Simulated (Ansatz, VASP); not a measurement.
## Two plane-wave programs on B

```
CELL_PARAMETERS angstrom
1.55424 -2.58776 0.00000
1.55424 2.58776 0.00000
0.00000 0.00000 5.90819
ATOMIC_POSITIONS crystal
B 0.50000 0.50000 0.75000
B 0.50000 0.50000 0.25000
B 0.33387 0.16993 0.50000
B 0.66613 0.83007 0.50000
B 0.16993 0.33387 0.00000
B 0.83007 0.66613 0.00000
```

Alike in both runs: functional PBE; k mesh 14 × 14 × 6; occupations gaussian, width 0.1 eV; no spin polarisation.

Ansatz relaxed the structure, and its values are those at the end. VASP's run is a single point on that final structure, the one shown.

|  | VASP | Ansatz |
| --- | --- | --- |
| version | VASP 6.6.1 | Ansatz 0.2.0 |
| potentials or method | VASP PAW PBE potentials, release 64 (B), cutoff 520 eV | scalar-relativistic, plane waves, PAW |
| valence electrons in the cell | 18 | 18 |

|  | VASP | Ansatz | Ansatz less VASP |
| --- | --- | --- | --- |
| gap on the k mesh at the Fermi level (eV) | none | none | - |
| pressure (GPa) | 0.0 | 0.0 | -0.03 |

A gap of «none» marks a metal or a gap that the smearing closes. With one functional, cell and mesh, what is left measures potentials, basis and numerics.
